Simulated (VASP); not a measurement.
Set up this calculation in VASP 6.6.1, as the native input.

| Quantity | Value |
| --- | --- |
| Task | single point |
| Functional | r2SCAN |
| Potentials or basis | VASP PAW PBE potentials, release 64 (I) |
| Cutoff | 520 eV |
| k mesh | 8 × 8 × 4 |
| Occupations | gaussian, width 0.02 eV |
| Spin | no spin polarisation |
| Dipole correction | no |
| Further INCAR settings | ALGO = Normal; EDIFF = 1e-06; NBANDS = 22 |

The system is I.

```
I
1.0
     3.86749   -2.31821    0.00000
     3.86749    2.31821    0.00000
     0.00000    0.00000    9.85717
I
4
Direct
  0.84446 0.15554 0.87998
  0.34446 0.65554 0.62002
  0.15554 0.84446 0.12002
  0.65554 0.34446 0.37998
```

One way to write it, as run:

POSCAR

```
I
1.0
    3.8674937007     -2.3182098157      0.0000000000
    3.8674937007      2.3182098157      0.0000000000
    0.0000000000      0.0000000000      9.8571740622
I
4
Direct
    0.8444604923      0.1555395077      0.8799806154
    0.3444604923      0.6555395077      0.6200193846
    0.1555395077      0.8444604923      0.1200193846
    0.6555395077      0.3444604923      0.3799806154
```

INCAR.step1

```
ALGO     = Normal         # electronic algorithm
EDIFF    = 1E-4           # SCF threshold, eV
ENCUT    = 520            # plane-wave cutoff, eV
GGA      = PE             # functional
ISMEAR   = 0              # smearing method
LASPH    = True           # aspherical terms in the spheres
LCHARG   = False          # write CHGCAR
LREAL    = False          # projectors in reciprocal space
LWAVE    = True           # write WAVECAR
NBANDS   = 22             # bands
NELM     = 80             # most SCF steps
PREC     = Accurate       # precision mode
SIGMA    = 0.02           # smearing width, eV
```

INCAR.step2

```
ALGO     = Normal         # electronic algorithm
EDIFF    = 1E-6           # SCF threshold, eV
ENCUT    = 520            # plane-wave cutoff, eV
ISIF     = 2              # what is computed and relaxed
ISMEAR   = 0              # smearing method
ISTART   = 1            
LASPH    = True           # aspherical terms in the spheres
LCHARG   = False          # write CHGCAR
LMIXTAU  = True         
LREAL    = False          # projectors in reciprocal space
LWAVE    = False          # write WAVECAR
METAGGA  = R2SCAN         # meta-GGA
NBANDS   = 22             # bands
NELM     = 80             # most SCF steps
PREC     = Accurate       # precision mode
SIGMA    = 0.02           # smearing width, eV
```

KPOINTS

```
k-points
0
Gamma
  8 8 4
```

Potentials or basis: VASP PAW PBE potentials, release 64 (I).

The run is started by

```bash
$ cat potpaw_PBE.64/I/POTCAR > POTCAR
$ cp INCAR.step1 INCAR
$ mpirun -np 1 vasp_std > vasp.out
$ cp INCAR.step2 INCAR
$ mpirun -np 1 vasp_std > vasp.out
```

Results of the run:

The pressure is -0.1 GPa and the largest force is 0.006 eV/Å. The band gap on the k mesh is 1.23 eV (least direct gap 1.31 eV).

Caveat: the PAW data sets were made with another functional, which shifts forces and pressure a little; spin-orbit coupling is left out, which moves the levels of the heavy elements.

It took 24 min on 1 thread of Oxide Virtual Turin-like Processor, with other jobs on the host, peak memory 0.42 GiB.
